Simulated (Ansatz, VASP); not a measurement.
## K: VASP beside Ansatz

```
K
1.0
     6.57926    0.00000    0.00000
     0.00000   -6.57926    0.00000
     0.00000    0.00000   -6.57926
K
4
Cartesian
  0.0000 -3.2896 -3.2896
  3.2896 0.0000 -3.2896
  3.2896 -3.2896 0.0000
  0.0000 0.0000 0.0000
```

Alike in both runs: functional PBEsol; k mesh 8 × 8 × 8; occupations gaussian, width 0.1 eV; no spin polarisation.

Ansatz relaxed the structure, and its values are those at the end. VASP's run is a single point on that final structure, the one shown.

|  | VASP | Ansatz |
| --- | --- | --- |
| version | VASP 6.6.1 | Ansatz 0.2.0 |
| potentials or method | VASP PAW PBE potentials, release 64 (K_sv), cutoff 520 eV | scalar-relativistic, plane waves, PAW |
| valence electrons in the cell | 36 | 36 |

```csv
,VASP,Ansatz,Ansatz less VASP
gap on the k mesh at the Fermi level (eV),none,none,-
pressure (GPa),0.0,0.0,+0.01
```

VASP's potentials were made for PBE, not for PBEsol. A gap of «none» marks a metal or a gap that the smearing closes. With one functional, cell and mesh, what is left measures potentials, basis and numerics.
